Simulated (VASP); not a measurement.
## Al13Cu11: single point with PBE

The system is Al13Cu11.

```
CELL_PARAMETERS angstrom
7.14523 0.02721 -0.27959
0.02721 7.04592 0.04167
-0.27959 0.04167 7.03138
ATOMIC_POSITIONS crystal
Al 0.32415 0.83037 0.12629
Al 0.47621 0.54604 0.30231
Al 0.40245 0.89007 0.77079
Al 0.47896 0.88995 0.44932
Al 0.18939 0.19496 0.67913
Al 0.70412 0.33788 0.76616
Al 0.41689 0.26199 0.03827
Al 0.74863 0.65017 0.51121
Al 0.86850 0.31007 0.46232
Al 0.15084 0.71730 0.45876
Al 0.52387 0.23622 0.45617
Al 0.96272 0.14862 0.03423
Al 0.64160 0.98469 0.12355
Cu 0.89026 0.91681 0.41287
Cu 0.41501 0.57890 0.94615
Cu 0.02533 0.87232 0.77711
Cu 0.20886 0.05756 0.31164
Cu 0.32272 0.51692 0.62195
Cu 0.70217 0.98204 0.69491
Cu 0.05664 0.50795 0.83260
Cu 0.77423 0.41776 0.10509
Cu 0.67670 0.72678 0.89651
Cu 0.14371 0.48777 0.23531
Cu 0.95756 0.78250 0.13835
```

- Program: VASP 6.6.1
- Task: single point
- Functional: PBE
- Potentials or basis: VASP PAW PBE potentials, release 64 (Al, Cu)
- Cutoff: 520 eV
- k mesh: 1 × 1 × 1, shifted
- Occupations: fermi-dirac, width 0.1413 eV
- Spin: no spin polarisation

```json
{
  "Pressure": "7.2 GPa",
  "Largest force": "2.519 eV/Å",
  "Band gap on the k mesh": "0.32 eV"
}
```

Forces in eV/Å, atoms in the order of the input:
```
Al  -1.771  0.040 -1.227
Al  -0.018  0.176 -0.790
Al  -1.554  0.086  1.339
Al   0.701 -0.462 -1.200
Al  -0.336 -0.138 -0.094
Al  -0.314  0.872  1.444
Al  -0.698 -0.886  0.562
Al   0.928 -0.185  1.237
Al   1.680 -0.544 -1.290
Al  -1.108  1.817  0.004
Al  -1.459 -0.873  0.040
Al   1.143 -0.119 -0.285
Al   0.913  0.267  0.275
Cu  -0.502  2.332  0.810
Cu  -0.899 -1.071  0.291
Cu   0.398 -0.074  0.142
Cu  -0.914  1.629  0.442
Cu   1.760 -1.571  0.575
Cu   0.918  1.425 -0.564
Cu  -0.557 -0.232  0.257
Cu  -0.315  0.552  0.343
Cu   2.208 -1.079  0.005
Cu  -0.400 -1.559 -0.995
Cu   0.197 -0.403 -1.322
```

Stress tensor (GPa, compression positive):
```
 4.86 -4.63 -3.06
-4.63 10.53 -4.10
-3.06 -4.10  6.07
```

Levels at points of the mesh, in eV from the valence-band top:
```
           k point  band 78  band 79  band 80  band 81  band 82  band 83
(0.25, 0.25, 0.25)    -0.52    -0.40     0.00     0.32     0.57     0.74
```

It took 100 s on 1 thread of Intel(R) Xeon(R) Platinum 8488C (Sapphire Rapids) (shared host), peak memory 0.37 GiB.

Caveat: the k points lie up to 0.90 Å⁻¹ apart.
